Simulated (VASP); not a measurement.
A run of VASP 6.6.1:

INCAR

```
PREC = Accurate ; ENCUT = 520
EDIFF = 1E-6 ; ISMEAR = 0
SIGMA = 0.1 ; LREAL = False
LASPH = True ; NELM = 60
ALGO = Fast ; ISIF = 2
LWAVE = False ; LCHARG = False
GGA = PE ; NBANDS = 19
```

Contents of KPOINTS:

```
Automatic mesh
0
Gamma
  16 16 10
```

Contents of POSCAR:

```
Pt2C
1.0
    2.8303041647      0.0000000000      0.0000000000
    0.0000000000      2.8303041647      0.0000000000
    0.0000000000      0.0000000000      5.0733543597
Pt C
2 1
Direct
    0.5000000000      0.0000000000      0.7163201523
    0.0000000000      0.5000000000      0.2836798477
    0.0000000000      0.0000000000      0.0000000000
```

Potentials or basis: VASP PAW PBE potentials, release 64 (Pt, C).

The run is started by

```bash
$ cat potpaw_PBE.64/Pt/POTCAR potpaw_PBE.64/C/POTCAR > POTCAR
$ mpirun -np 1 vasp_std > vasp.out
```

Hardware: 1 thread of Oxide Virtual Turin-like Processor (shared host).

Problem. How long does it take, and how much memory?

Solution. Wall time 5.3 min on 1 thread of Oxide Virtual Turin-like Processor, with other jobs on the host, peak memory 0.27 GiB. Counts: scf iterations 13, k points 270.
